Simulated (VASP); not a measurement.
A run of VASP 6.6.1:

File POSCAR:

```
MgO
1.0
    0.0000000000      2.1547216012      2.1547216012
    2.1547216012      0.0000000000      2.1547216012
    2.1547216012      2.1547216012      0.0000000000
Mg O
1 1
Direct
    0.0000000000      0.0000000000      0.0000000000
    0.5000000000      0.5000000000      0.5000000000
```

Contents of INCAR.step1:

```
PREC = Accurate
ENCUT = 750
ISMEAR = 0
SIGMA = 0.01
LREAL = False
LASPH = True
NELM = 120
NBANDS = 15
GGA = PE
ALGO = Normal
EDIFF = 1E-5
LWAVE = True
LCHARG = False
GGA_COMPAT = False
```

Contents of INCAR.step2:

```
PREC = Accurate
ENCUT = 750
EDIFF = 1E-6
ISMEAR = 0
SIGMA = 0.01
LREAL = False
LASPH = True
NELM = 120
ALGO = Normal
ISIF = 2
LWAVE = False
LCHARG = False
METAGGA = R2SCAN
LMIXTAU = True
NBANDS = 15
ISTART = 1
GGA_COMPAT = False
```

Contents of KPOINTS:

```
regular mesh
0
Gamma
  10 10 10
```

Potentials or basis: VASP PAW PBE potentials, release 64 (Mg_sv, O).

Command:

```console
$ cat potpaw_PBE.64/Mg_sv/POTCAR potpaw_PBE.64/O/POTCAR > POTCAR
$ cp INCAR.step1 INCAR
$ mpirun -np 1 vasp_std > vasp.out
$ cp INCAR.step2 INCAR
$ mpirun -np 1 vasp_std > vasp.out
```

Hardware: 1 thread of Intel(R) Xeon(R) Platinum 8488C (Sapphire Rapids), with other jobs on the host.

Q: How long does it take, and how much memory?

A: It took 58 s on 1 thread of Intel(R) Xeon(R) Platinum 8488C (Sapphire Rapids), on a shared host, peak memory 0.17 GiB. Counts: k points 47.
